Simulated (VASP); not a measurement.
Set up this calculation in VASP 6.6.1, as the native input.

| Property | Result |
| --- | --- |
| Task | single point |
| Functional | PBE |
| Potentials or basis | VASP PAW PBE potentials, release 64 (Cs_sv, Rb_sv) |
| Cutoff | 520 eV |
| k mesh | 6 × 6 × 6 |
| Occupations | gaussian, width 0.1 eV |
| Spin | no spin polarisation |
| Dipole correction | no |
| Further INCAR settings | ALGO = Fast; EDIFF = 1e-06; NBANDS = 36 |

The structure of CsRb2 lies in POSCAR:

```
CsRb2
1.0
    0.0000000000      6.7407712091      6.7407712091
    6.7407712091      0.0000000000      6.7407712091
    6.7407712091      6.7407712091      0.0000000000
Cs Rb
2 4
Direct
    0.5000000000      0.5000000000      0.5000000000
    0.7500000000      0.7500000000      0.7500000000
    0.1250000000      0.1250000000      0.1250000000
    0.6250000000      0.1250000000      0.1250000000
    0.1250000000      0.1250000000      0.6250000000
    0.1250000000      0.6250000000      0.1250000000
```

One way to write it, as run:

INCAR

```
PREC = Accurate
ENCUT = 520
EDIFF = 1E-6
ISMEAR = 0
SIGMA = 0.1
LREAL = False
LASPH = True
NELM = 60
ALGO = Fast
ISIF = 2
LWAVE = False
LCHARG = False
GGA = PE
NBANDS = 36
```

KPOINTS

```
regular mesh
0
Gamma
  6 6 6
```

Potentials or basis: VASP PAW PBE potentials, release 64 (Cs_sv, Rb_sv).

Command:

```sh
$ cat potpaw_PBE.64/Cs_sv/POTCAR potpaw_PBE.64/Rb_sv/POTCAR > POTCAR
$ mpirun -np 1 vasp_std > vasp.out
```

It gave:

```yaml
Pressure: 0.0 GPa
Band_gap_on_the_k_mesh: zero (bands 27 and 28 overlap by 0.90 eV)
```

Caveat: spin-orbit coupling is left out, which moves the levels of the heavy elements.

Run time: 6.8 min on 1 thread of AMD EPYC 9R45 96-Core Processor (Zen 5), with other jobs on the host, peak memory 0.81 GiB.
